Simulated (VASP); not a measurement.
# Rh (P6_3/mmc) in VASP: settings compared, part 2 of 2

VASP 6.6.1. Earlier steps stand in the parts before.

## (4) Single point, r2SCAN+U

Input file POSCAR:

```
Rh
1.0
    1.3441500000      2.3281360000      0.0000000000
   -1.3441500000      2.3281360000      0.0000000000
    0.0000000000      0.0000000000      4.2473390000
Rh
2
Direct
    0.3333300000      0.3333400000      0.2500000000
    0.6666600000      0.6666700000      0.7500000000
```

Input file INCAR.step1:

```
SYSTEM = Rh
ALGO = Normal ; EDIFF = 1E-4
ENCUT = 520 ; GGA = PE
ISMEAR = -1 ; LASPH = .TRUE.
LCHARG = .FALSE. ; LDAU = .TRUE.
LDAUJ = 0 ; LDAUL = 2
LDAUTYPE = 2 ; LDAUU = 1
LMAXMIX = 4 ; LREAL = .FALSE.
LWAVE = .TRUE. ; NBANDS = 22
NELM = 150 ; PREC = Accurate
SIGMA = 0.1
```

Input file INCAR.step2:

```
SYSTEM = Rh
ALGO = Normal ; EDIFF = 1E-7
ENCUT = 520 ; ISIF = 2
ISMEAR = -1 ; ISTART = 1
LASPH = .TRUE. ; LCHARG = .FALSE.
LDAU = .TRUE. ; LDAUJ = 0
LDAUL = 2 ; LDAUPRINT = 1
LDAUTYPE = 2 ; LDAUU = 1
LMAXMIX = 4 ; LMIXTAU = .TRUE.
LREAL = .FALSE. ; LWAVE = .FALSE.
METAGGA = R2SCAN ; NBANDS = 22
NELM = 150 ; PREC = Accurate
SIGMA = 0.1
```

Input file KPOINTS:

```
k-points
0
G
  8 8 4
  0 0 0
```

Potentials or basis: VASP PAW PBE potentials, release 64 (Rh_pv).

Started as:

```console
$ cat potpaw_PBE.64/Rh_pv/POTCAR > POTCAR
$ cp INCAR.step1 INCAR
$ mpirun -np 1 vasp_std > vasp.out
$ cp INCAR.step2 INCAR
$ mpirun -np 1 vasp_std > vasp.out
```

OUTCAR:

```text
SYSTEM = Rh
   EDIFF = 1E-7
   ENCUT = 520
   ISIF = 2
   ISMEAR = -1
   ISTART = 1
   LASPH = .TRUE.
   LREAL = .FALSE.
   METAGGA = R2SCAN
   NELM = 150
   PREC = Accurate

 ion  position               nearest neighbor table
   1  0.333  0.333  0.250-   2 2.63   2 2.63   2 2.63   2 2.63   2 2.63   2 2.63
   2  0.667  0.667  0.750-   1 2.63   1 2.63   1 2.63   1 2.63   1 2.63   1 2.63

  LATTYP: Found a hexagonal cell.
 ALAT       =     2.6882999195
 C/A-ratio  =     1.5799349504

  Lattice vectors:

 A1 = (   1.3441500000,  -2.3281360000,   0.0000000000)
 A2 = (   1.3441500000,   2.3281360000,   0.0000000000)
 A3 = (   0.0000000000,   0.0000000000,   4.2473390000)

Analysis of symmetry for initial positions (statically):
=====================================================================
 Subroutine PRICEL returns:
 Original cell was already a primitive cell.

 Routine SETGRP: Setting up the symmetry group for a
 hexagonal supercell.

 Subroutine GETGRP returns: Found  8 space group operations
 (whereof  2 operations were pure point group operations)
 out of a pool of 24 trial point group operations.

The static configuration has the point symmetry C_2 .
 The point group associated with its full space group is D_2h.

Analysis of symmetry for dynamics (positions and initial velocities):
=====================================================================
 Subroutine PRICEL returns:
 Original cell was already a primitive cell.

 Routine SETGRP: Setting up the symmetry group for a
 hexagonal supercell.

 Subroutine GETGRP returns: Found  8 space group operations
 (whereof  2 operations were pure point group operations)
 out of a pool of 24 trial point group operations.

The dynamic configuration has the point symmetry C_2 .
 The point group associated with its full space group is D_2h.

 Subroutine INISYM returns: Found  8 space group operations
 (whereof  2 operations are pure point group operations),
 and found     1 'primitive' translations

----------------------------------------------------------------------------------------

                                     Primitive cell

  volume of cell :      26.5829

  direct lattice vectors                    reciprocal lattice vectors
     1.344150000  2.328136000  0.000000000     0.371982294  0.214764086  0.000000000
    -1.344150000  2.328136000  0.000000000    -0.371982294  0.214764086  0.000000000
     0.000000000  0.000000000  4.247339000     0.000000000  0.000000000  0.235441532

  length of vectors
[... 147 lines left out ...]
  o =  0.7249  v =  0.0000 -1.0000  0.0000 -0.0000 -0.0000  0.0000  0.0000  0.0000  0.0000  0.0000      0.0000  0.0000  0.0000  0.0000  0.0000  0.0000  0.0000  0.0000  0.0000  0.0000
  o =  0.7249  v =  0.0000  0.0000  0.0000  0.0000  0.0000  0.0000 -1.0000  0.0000 -0.0000 -0.0000      0.0000  0.0000  0.0000  0.0000  0.0000  0.0000  0.0000  0.0000  0.0000  0.0000
  o =  0.7249  v =  0.0000  0.0000  0.0000 -1.0000 -0.0000  0.0000  0.0000  0.0000  0.0000  0.0000      0.0000  0.0000  0.0000  0.0000  0.0000  0.0000  0.0000  0.0000  0.0000  0.0000
  o =  0.7249  v =  0.0000  0.0000  0.0000  0.0000  0.0000  0.0000  0.0000  0.0000 -1.0000 -0.0000      0.0000  0.0000  0.0000  0.0000  0.0000  0.0000  0.0000  0.0000  0.0000  0.0000
  o =  0.7263  v =  0.0000  0.0000  0.0000  0.0000  0.0000  1.0000  0.0000  0.0000  0.0000  0.0000      0.0000  0.0000  0.0000  0.0000  0.0000  0.0000  0.0000  0.0000  0.0000  0.0000
  o =  0.7263  v =  1.0000  0.0000  0.0000  0.0000  0.0000  0.0000  0.0000  0.0000  0.0000  0.0000      0.0000  0.0000  0.0000  0.0000  0.0000  0.0000  0.0000  0.0000  0.0000  0.0000
  o =  0.7263  v =  0.0000  0.0000 -0.0000  0.0000 -1.0000  0.0000  0.0000  0.0000  0.0000  0.0000      0.0000  0.0000  0.0000  0.0000  0.0000  0.0000  0.0000  0.0000  0.0000  0.0000
  o =  0.7263  v =  0.0000  0.0000  0.0000  0.0000  0.0000  0.0000  0.0000 -0.0000  0.0000 -1.0000      0.0000  0.0000  0.0000  0.0000  0.0000  0.0000  0.0000  0.0000  0.0000  0.0000

atom =   2  type =  1  l = 2

 onsite density matrix

spin component  1

  0.7263  0.0000  0.0000  0.0000  0.0000
  0.0000  0.7249 -0.0000  0.0000 -0.0000
  0.0000 -0.0000  0.7056  0.0000  0.0000
  0.0000  0.0000  0.0000  0.7249  0.0000
  0.0000 -0.0000  0.0000  0.0000  0.7263

spin component  2

  0.7263  0.0000  0.0000  0.0000  0.0000
  0.0000  0.7249 -0.0000  0.0000 -0.0000
  0.0000 -0.0000  0.7056  0.0000  0.0000
  0.0000  0.0000  0.0000  0.7249  0.0000
  0.0000 -0.0000  0.0000  0.0000  0.7263

 occupancies and eigenvectors

  o =  0.7056  v =  0.0000 -0.0000 -1.0000 -0.0000  0.0000  0.0000  0.0000  0.0000  0.0000  0.0000      0.0000  0.0000  0.0000  0.0000  0.0000  0.0000  0.0000  0.0000  0.0000  0.0000
  o =  0.7056  v =  0.0000  0.0000  0.0000  0.0000  0.0000  0.0000 -0.0000 -1.0000 -0.0000  0.0000      0.0000  0.0000  0.0000  0.0000  0.0000  0.0000  0.0000  0.0000  0.0000  0.0000
  o =  0.7249  v =  0.0000 -1.0000  0.0000  0.0000 -0.0000  0.0000  0.0000  0.0000  0.0000  0.0000      0.0000  0.0000  0.0000  0.0000  0.0000  0.0000  0.0000  0.0000  0.0000  0.0000
  o =  0.7249  v =  0.0000  0.0000  0.0000  0.0000  0.0000  0.0000 -1.0000  0.0000  0.0000 -0.0000      0.0000  0.0000  0.0000  0.0000  0.0000  0.0000  0.0000  0.0000  0.0000  0.0000
  o =  0.7249  v =  0.0000  0.0000  0.0000  0.0000  0.0000  0.0000 -0.0000  0.0000 -1.0000 -0.0000      0.0000  0.0000  0.0000  0.0000  0.0000  0.0000  0.0000  0.0000  0.0000  0.0000
  o =  0.7249  v =  0.0000 -0.0000  0.0000 -1.0000 -0.0000  0.0000  0.0000  0.0000  0.0000  0.0000      0.0000  0.0000  0.0000  0.0000  0.0000  0.0000  0.0000  0.0000  0.0000  0.0000
  o =  0.7263  v =  1.0000  0.0000  0.0000  0.0000  0.0000  0.0000  0.0000  0.0000  0.0000  0.0000      0.0000  0.0000  0.0000  0.0000  0.0000  0.0000  0.0000  0.0000  0.0000  0.0000
  o =  0.7263  v =  0.0000  0.0000  0.0000  0.0000  0.0000  1.0000  0.0000  0.0000  0.0000  0.0000      0.0000  0.0000  0.0000  0.0000  0.0000  0.0000  0.0000  0.0000  0.0000  0.0000
  o =  0.7263  v =  0.0000  0.0000  0.0000  0.0000  0.0000  0.0000  0.0000 -0.0000  0.0000 -1.0000      0.0000  0.0000  0.0000  0.0000  0.0000  0.0000  0.0000  0.0000  0.0000  0.0000
  o =  0.7263  v =  0.0000  0.0000 -0.0000  0.0000 -1.0000  0.0000  0.0000  0.0000  0.0000  0.0000      0.0000  0.0000  0.0000  0.0000  0.0000  0.0000  0.0000  0.0000  0.0000  0.0000

 number of electron      29.9999989 magnetization

 Free energy of the ion-electron system (eV)
  ---------------------------------------------------
  ext. energy  EPLUGINS =         0.00000000
  ---------------------------------------------------
  free energy    TOTEN  =       -46.15845415 eV

  energy without entropy =      -46.05934055  energy(sigma->0) =      -46.10889735

 E-fermi :  12.3219     XC(G=0): -15.4308

 val. band max:       12.2945324980   @ k =   0.3750   0.5000   0.0000
 cond. band min:      12.3392974398   @ k =  -0.1250   0.3750   0.2500
 fundamental gap:      0.0447649418
 Fermi energy:        12.3218881600

 k-point     1 :       0.0000    0.0000    0.0000
  band No.  band energies     occupation
      1     -36.3471      2.00000
      2     -35.5314      2.00000
      3     -35.5314      2.00000
      4     -35.3898      2.00000
      5     -35.3853      2.00000
      6     -35.3853      2.00000
[... 589 lines left out ...]
     21      29.9150      0.00000
     22      29.9159      0.00000

 [... further k-points ...]

------------------------ aborting loop because EDIFF is reached ----------------------------------------

  FORCE on cell =-STRESS in cart. coord.  units (eV):
  Direction    XX          YY          ZZ          XY          YZ          ZX
  --------------------------------------------------------------------------------------
  -------------------------------------------------------------------------------------
  Total        1.4335863      1.4335559      2.3433971      0.0000000      0.0000000      0.0000000
  in kB       86.4035186     86.4016844    141.2386214      0.0000000      0.0000000      0.0000000
  external PRESSURE =     104.6812748 kB  Pullay stress =       0.0000000 kB

 VOLUME and BASIS-vectors are now :
 -----------------------------------------------------------------------------
  energy-cutoff  :      520.00
  volume of cell :       26.58
      direct lattice vectors                 reciprocal lattice vectors
     1.344150000  2.328136000  0.000000000     0.371982294  0.214764086  0.000000000
    -1.344150000  2.328136000  0.000000000    -0.371982294  0.214764086  0.000000000
     0.000000000  0.000000000  4.247339000     0.000000000  0.000000000  0.235441532

 POSITION                                       TOTAL-FORCE (eV/Angst)
 -----------------------------------------------------------------------------------
     -0.00001      1.55210      1.06183         0.000000     -0.000068      0.000000
     -0.00001      3.10417      3.18550         0.000000      0.000068     -0.000000
 -----------------------------------------------------------------------------------
    total drift:                                0.000000      0.000000     -0.000000

  FREE ENERGIE OF THE ION-ELECTRON SYSTEM (eV)
  ---------------------------------------------------
  free  energy   TOTEN  =       -46.1584541472 eV

  energy  without entropy=      -46.0593405528  energy(sigma->0) =      -46.10889735
```

Run time: 83 s. Hardware: 1 thread of Intel Xeon Platinum 8259CL at 2.50GHz (Skylake/Cascade Lake), shared host; peak memory 0.16 GiB.

Results:

| Quantity | Value |
| --- | --- |
| Free energy | -46.1585 eV |
| Pressure | 10.5 GPa |
| Band gap on the k mesh | zero (band 15 reaches 13.03 eV, above the bottom of band 16 at 10.81 eV) |

Stress tensor (GPa, compression positive):
```
 8.64  0.00  0.00
 0.00  8.64  0.00
 0.00  0.00 14.12
```

Eigenvalues of the final occupation matrices:
| site | spin | trace | eigenvalues |
| --- | --- | --- | --- |
| site 1 d | 1 | 3.61 | 0.71 0.72 0.72 0.73 0.73 |
| site 1 d | 2 | 3.61 | 0.71 0.72 0.72 0.73 0.73 |
| site 2 d | 1 | 3.61 | 0.71 0.72 0.72 0.73 0.73 |
| site 2 d | 2 | 3.61 | 0.71 0.72 0.72 0.73 0.73 |

Caveat: the k points lie up to 0.37 Å⁻¹ apart; the PAW data sets were made with another functional, which shifts forces and pressure a little; U without spin polarisation on a metal has little footing; the U is typed as a test and isn't derived for this compound.

## (5) Single point, r2SCAN

POSCAR is that of step 4.

Input file INCAR.step1:

```
SYSTEM = Rh
PREC = Accurate
ENCUT = 520
ISMEAR = -1
SIGMA = 0.1
LREAL = .False.
LASPH = .True.
NELM = 60
ISYM = 0
NBANDS = 22
GGA = PE
ALGO = Normal
EDIFF = 1E-4
LWAVE = .True.
LCHARG = .False.
```

Input file INCAR.step2:

```
SYSTEM = Rh
PREC = Accurate
ENCUT = 520
EDIFF = 1E-6
ISMEAR = -1
SIGMA = 0.1
LREAL = .False.
LASPH = .True.
NELM = 60
ALGO = Normal
ISIF = 2
LWAVE = .False.
LCHARG = .True.
METAGGA = R2SCAN
LMIXTAU = .True.
LELF = .True.
LVHAR = .True.
ISYM = 0
NBANDS = 22
ISTART = 1
```

Input file KPOINTS:

```
regular mesh
0
Gamma
  8 8 4
  0 0 0
```

Started as:

```console
$ cat potpaw_PBE.64/Rh_pv/POTCAR > POTCAR
$ cp INCAR.step1 INCAR
$ mpirun -np 1 vasp_std > vasp.out
$ cp INCAR.step2 INCAR
$ mpirun -np 1 vasp_std > vasp.out
```

It took 2.4 min on 1 thread of Intel Xeon Platinum 8259CL at 2.50GHz (Skylake/Cascade Lake), shared host; peak memory 0.18 GiB.

The run converged. Its results:

```yaml
Free_energy: -48.1758 eV
Pressure: 13.0 GPa
Band_gap_on_the_k_mesh: zero (band 15 reaches 13.20 eV, above the bottom of band 16 at 10.93 eV)
```

Stress tensor (GPa, compression positive):
```
11.12  0.00  0.00
 0.00 11.12  0.00
 0.00  0.00 16.75
```

Levels at points of the mesh, in eV from the Fermi level:
| k point | band 12 | band 13 | band 14 | band 15 | band 16 | band 17 | band 18 | band 19 |
| --- | --- | --- | --- | --- | --- | --- | --- | --- |
| (0.00, 0.00, 0.00) | -2.72 | -2.72 | -2.29 | -2.29 | 0.13 | 0.13 | 1.10 | 9.79 |
| (0.50, 0.00, 0.00) | -2.38 | -2.33 | 0.33 | 0.72 | 0.77 | 3.25 | 5.53 | 11.22 |
| (0.50, 0.50, 0.00) | -2.38 | -2.33 | 0.33 | 0.72 | 0.77 | 3.25 | 5.53 | 11.22 |
| (0.00, 0.50, 0.00) | -2.38 | -2.33 | 0.33 | 0.72 | 0.77 | 3.25 | 5.53 | 11.22 |
| (0.00, 0.00, 0.50) | -3.52 | -3.36 | -3.36 | -0.48 | -0.48 | -0.48 | -0.48 | 15.77 |
| (0.50, 0.00, 0.50) | -1.93 | -0.34 | -0.34 | 0.57 | 0.57 | 2.90 | 2.90 | 10.12 |
| (0.50, 0.50, 0.50) | -1.93 | -0.34 | -0.34 | 0.57 | 0.57 | 2.90 | 2.90 | 10.12 |
| (0.00, 0.50, 0.50) | -1.93 | -0.34 | -0.34 | 0.57 | 0.57 | 2.90 | 2.90 | 10.12 |

Caveat: the k points lie up to 0.37 Å⁻¹ apart; the PAW data sets were made with another functional, which shifts forces and pressure a little.

## (6) Overview

| level | U | smearing | gap on the mesh (eV) | pressure (GPa) |
| --- | --- | --- | --- | --- |
| r2SCAN | - | fermi-dirac 0.1 eV | none | 13.0 |
| r2SCAN | - | gaussian 0.15 eV | none | 12.7 |
| r2SCAN+U | Rh d U = 1.0 eV | fermi-dirac 0.1 eV | none | 10.5 |

Alike in all rows: task single point; potentials or basis VASP PAW PBE potentials, release 64 (Rh_pv); no spin polarisation; cell as given; k mesh 8 × 8 × 4; cutoff (eV) 520.

Caveats: all runs use coarse meshes; the PAW data sets were made with another functional, which shifts forces and pressure a little; U without spin polarisation on a metal has little footing (some runs); the U is typed as a test and isn't derived for this compound (some runs).

Total energies depend on the potentials used, so only differences within one code and one set of settings carry meaning.
